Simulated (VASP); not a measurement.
Here is a VASP 6.6.1 calculation.

Contents of POSCAR:

```
AgI
1.0
    4.4183281557      0.0000000000      0.0000000000
   -2.2091640778      3.8263844251      0.0000000000
    0.0000000000      0.0000000000      7.2193318539
Ag I
2 2
Direct
    0.3333333333      0.6666666667      0.0002889657
    0.6666666667      0.3333333333      0.5002889657
    0.3333333333      0.6666666667      0.3747110343
    0.6666666667      0.3333333333      0.8747110343
```

INCAR.step1

```
SYSTEM = AgI
  PREC = Accurate
  ENCUT = 400
  EDIFF = 1E-5
  ISMEAR = 0
  SIGMA = 0.01
  LREAL = .FALSE.
  LASPH = .TRUE.
  NELM = 120
  ALGO = Normal
  ISIF = 2
  LWAVE = .TRUE.
  NBANDS = 26
  GGA = PE
  GGA_COMPAT = .FALSE.
```

Contents of INCAR.step2:

```
SYSTEM = AgI
  PREC = Accurate
  ENCUT = 400
  EDIFF = 1E-6
  ISMEAR = 0
  SIGMA = 0.01
  LREAL = .FALSE.
  LASPH = .TRUE.
  NELM = 120
  ALGO = Normal
  ISIF = 2
  LWAVE = .FALSE.
  LCHARG = .TRUE.
  GGA = PE
  LHFCALC = .TRUE.
  HFSCREEN = 0.2079
  PRECFOCK = Normal
  LELF = .TRUE.
  LVHAR = .TRUE.
  NBANDS = 26
  ISTART = 1
  GGA_COMPAT = .FALSE.
```

KPOINTS

```
Automatic mesh
0
G
  6 6 2
  0 0 0
```

Potentials or basis: VASP PAW PBE potentials, release 64 (Ag, I).

Launch:

```sh
$ cat potpaw_PBE.64/Ag/POTCAR potpaw_PBE.64/I/POTCAR > POTCAR
$ cp INCAR.step1 INCAR
$ mpirun -np 1 vasp_std > vasp.out
$ cp INCAR.step2 INCAR
$ mpirun -np 1 vasp_std > vasp.out
```

Question: What does it give for the largest force?

Answer: 0.007 eV/Å.

Question: Predict the band gap on the k mesh.

Answer: 2.49 eV.

Stress tensor (GPa, compression positive):
```
6.69 0.00 0.00
0.00 6.69 0.00
0.00 0.00 6.90
```

Caveat: the k points lie up to 0.44 Å⁻¹ apart; the cell differs from its parent crystal (strain -5.0%); the PAW data sets were made with another functional, which shifts forces and pressure a little; spin-orbit coupling is left out, which moves the levels of the heavy elements.
